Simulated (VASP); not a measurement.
The system is InP.

```
CELL_PARAMETERS angstrom
0.00000 2.95379 2.95379
2.95379 0.00000 2.95379
2.95379 2.95379 0.00000
ATOMIC_POSITIONS crystal
In 0.00000 0.00000 0.00000
P 0.25000 0.25000 0.25000
```

Base run:

* Program: VASP 6.6.1
* Functional: r2SCAN
* Potentials or basis: VASP PAW PBE potentials, release 64 (In_d, P)
* Cutoff: 520 eV
* k mesh: 6 × 6 × 6
* Occupations: gaussian, width 0.01 eV
* Spin: no spin polarisation

Its results: band gap on the k mesh 1.03 eV, direct; pressure -0.1 GPa.

Problem. The run is repeated on the same cell with these changes: functional from r2SCAN to PBE. What comes out?

Solution. Band gap on the k mesh 0.58 eV, direct; pressure 1.6 GPa.

r2SCAN gives the wider gap, since meta-GGAs in the generalised Kohn-Sham scheme recover part of the derivative discontinuity.

Caveats: spin-orbit coupling is left out, which moves the levels of the heavy elements; the PAW data sets were made with another functional, which shifts forces and pressure a little (some runs).

